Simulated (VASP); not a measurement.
Runs of VASP 6.6.1 on PbS (Galena). The structure is that of space group Fm-3m (No. 225), or close to it. The cells are those of the table. 

```csv
task,level,cell,pressure (GPa),relaxed volume (Å³/atom)
relaxation of cell and atoms,PBEsol,"relaxed from a = 4.194 Å, angles 60.0°, 2 atoms",0.0,(a)
relaxation of cell and atoms,PBE,"relaxed from a = 4.194 Å, angles 60.0°, 2 atoms",0.0,27.01
single point,PBE+D4,"a = 4.192 Å, angles 60.0°, 2 atoms",0.0,-
single point,PBEsol,"a = 4.168 Å, angles 60.0°, 2 atoms",-0.1,-
relaxation of cell and atoms,PBE+D4,"relaxed from a = 4.194 Å, angles 60.0°, 2 atoms",0.0,26.01
single point,PBE,"a = 4.245 Å, angles 60.0°, 2 atoms",-0.1,-
```

Alike in all rows: potentials or basis VASP PAW PBE potentials, release 64 (Pb_d, S); no spin polarisation; k mesh 5 × 5 × 5; cutoff (eV) 500; smearing gaussian 0.01 eV.

Q: Estimate the missing entries.

A: (a) 25.58.

Caveats: the PAW data sets were made with another functional, which shifts forces and pressure a little (some runs).
